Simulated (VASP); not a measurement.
Wanted: the native input for a VASP 6.6.1 run.

```
Task                               : single point
Functional                         : PBE0
Potentials or basis                : VASP PAW PBE potentials, release 64 (In_d)
Cutoff                             : 520 eV
k mesh                             : 4 × 4 × 4
Occupations                        : fermi-dirac, width 0.05 eV
Spin                               : no spin polarisation
Dipole correction                  : no
Grid for exact exchange (PRECFOCK) : Normal
Further INCAR settings             : ALGO = Normal; EDIFF = 1e-06; NBANDS = 20
Share of exact exchange            : 0.25
```

In:

```
In
1.0
     3.33548    0.00000    0.00000
    -1.66774    2.88861    0.00000
     0.00000    0.00000    5.50914
In
2
Direct
  0.66667 0.33333 0.75000
  0.33333 0.66667 0.25000
```

This isn't the form of In at room conditions, which is tetragonal.

One way to write it, as run:

POSCAR

```
In
1.0
    3.3354847820      0.0000000000      0.0000000000
   -1.6677423910      2.8886145552      0.0000000000
    0.0000000000      0.0000000000      5.5091429200
In
2
Direct
    0.6666666667      0.3333333333      0.7500000000
    0.3333333333      0.6666666667      0.2500000000
```

INCAR.step1

```
SYSTEM = In
PREC     = Accurate       ! precision mode
ENCUT    = 520            ! plane-wave cutoff, eV
EDIFF    = 1E-5           ! SCF threshold, eV
ISMEAR   = -1             ! smearing method
SIGMA    = 0.05           ! smearing width, eV
LREAL    = .False.        ! projectors in reciprocal space
LASPH    = .True.         ! aspherical terms in the spheres
NELM     = 60             ! most SCF steps
ALGO     = Normal         ! electronic algorithm
ISIF     = 2              ! what is computed and relaxed
LWAVE    = .True.         ! write WAVECAR
LCHARG   = .False.        ! write CHGCAR
GGA      = PE             ! functional
NBANDS   = 20             ! bands
```

INCAR.step2

```
SYSTEM = In
PREC     = Accurate       ! precision mode
ENCUT    = 520            ! plane-wave cutoff, eV
EDIFF    = 1E-6           ! SCF threshold, eV
ISMEAR   = -1             ! smearing method
SIGMA    = 0.05           ! smearing width, eV
LREAL    = .False.        ! projectors in reciprocal space
LASPH    = .True.         ! aspherical terms in the spheres
NELM     = 60             ! most SCF steps
ALGO     = Normal         ! electronic algorithm
ISIF     = 2              ! what is computed and relaxed
LWAVE    = .False.        ! write WAVECAR
LCHARG   = .False.        ! write CHGCAR
GGA      = PE             ! functional
LHFCALC  = .True.         ! exact exchange
AEXX     = 0.25           ! exact-exchange fraction
PRECFOCK = Normal       
ISTART   = 1            
NBANDS   = 20             ! bands
```

KPOINTS

```
Automatic mesh
0
Gamma
  4 4 4
  0 0 0
```

Potentials or basis: VASP PAW PBE potentials, release 64 (In_d).

Run with:

```console
$ cat potpaw_PBE.64/In_d/POTCAR > POTCAR
$ cp INCAR.step1 INCAR
$ mpirun -np 1 vasp_std > vasp.out
$ cp INCAR.step2 INCAR
$ mpirun -np 1 vasp_std > vasp.out
```

Results of the run:

The pressure is 1.7 GPa and the band gap on the k mesh is zero (bands 13 and 14 overlap by 7.00 eV).

Caveat: the k points lie up to 0.54 Å⁻¹ apart, too coarse for converged energies and pressures of a metal; the PAW data sets were made with another functional, which shifts forces and pressure a little; spin-orbit coupling is left out, which moves the levels of the heavy elements.

It took 19 min on 1 thread of Intel(R) Xeon(R) Platinum 8375C CPU @ 2.90GHz (Ice Lake), with other jobs on the host, peak memory 0.19 GiB.
